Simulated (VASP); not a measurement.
Set up this calculation in VASP 6.6.1, as the native input.

- Task: relaxation of the atoms
- Functional: PBE
- Dispersion: D3(BJ)
- Potentials or basis: VASP PAW PBE potentials, release 64 (Si)
- Cutoff: 520 eV
- k mesh: 2 × 2 × 2
- Occupations: gaussian, width 0.05 eV
- Spin: no spin polarisation
- Dipole correction: no
- Further INCAR settings: LREAL = Auto; ALGO = Normal; EDIFF = 1e-06; IBRION = 2; EDIFFG = -0.03; NSW = 80

The structure of Si (a cell with a defect) lies in POSCAR:

```
Si
1.0
    0.0000000000      5.4300000000      5.4300000000
    5.4300000000      0.0000000000      5.4300000000
    5.4300000000      5.4300000000      0.0000000000
Si
17
Direct
    0.0000000000      0.0000000000      0.0000000000
    0.1250000000      0.1250000000      0.1250000000
    0.0000000000      0.0000000000      0.5000000000
    0.1250000000      0.1250000000      0.6250000000
    0.0000000000      0.5000000000      0.0000000000
    0.1250000000      0.6250000000      0.1250000000
    0.0000000000      0.5000000000      0.5000000000
    0.1250000000      0.6250000000      0.6250000000
    0.5000000000      0.0000000000      0.0000000000
    0.6250000000      0.1250000000      0.1250000000
    0.5000000000      0.0000000000      0.5000000000
    0.6250000000      0.1250000000      0.6250000000
    0.5000000000      0.5000000000      0.0000000000
    0.6250000000      0.6250000000      0.1250000000
    0.5000000000      0.5000000000      0.5000000000
    0.6250000000      0.6250000000      0.6250000000
    0.7519290000      0.2515117000      0.7511603000
```

These files were run (other wordings do the same):

INCAR

```
SYSTEM = Si
PREC     = Accurate       ! precision mode
ENCUT    = 520            ! plane-wave cutoff, eV
EDIFF    = 1E-6           ! SCF threshold, eV
ISMEAR   = 0              ! smearing method
SIGMA    = 0.05           ! smearing width, eV
LREAL    = Auto         
LASPH    = .TRUE.         ! aspherical terms in the spheres
NELM     = 80             ! most SCF steps
ALGO     = Normal         ! electronic algorithm
ISIF     = 2              ! what is computed and relaxed
LWAVE    = .FALSE.        ! write WAVECAR
LCHARG   = .FALSE.        ! write CHGCAR
GGA      = PE             ! functional
IVDW     = 12             ! dispersion correction
IBRION   = 2              ! ionic algorithm
NSW      = 80             ! ionic steps
EDIFFG   = -0.03          ! ionic threshold
```

KPOINTS

```
Automatic mesh
0
G
  2 2 2
  0 0 0
```

Potentials or basis: VASP PAW PBE potentials, release 64 (Si).

Run with:

```bash
$ cat potpaw_PBE.64/Si/POTCAR > POTCAR
$ mpirun -np 1 vasp_std > vasp.out
```

It gave:

- Energy gained by relaxing: 7.1 meV/atom
- Ionic steps: 6
- Pressure after relaxing: 2.4 GPa
- Largest force after relaxing: 0.013 eV/Å
- Band gap on the k mesh: zero (bands 34 and 35 overlap by 0.25 eV)
- Dispersion energy per atom: -0.332 eV

Caveat: the k points lie up to 0.50 Å⁻¹ apart.

Run time: 19 min on 1 thread of Oxide Virtual Turin-like Processor, with other jobs on the host, peak memory 0.5 GiB.
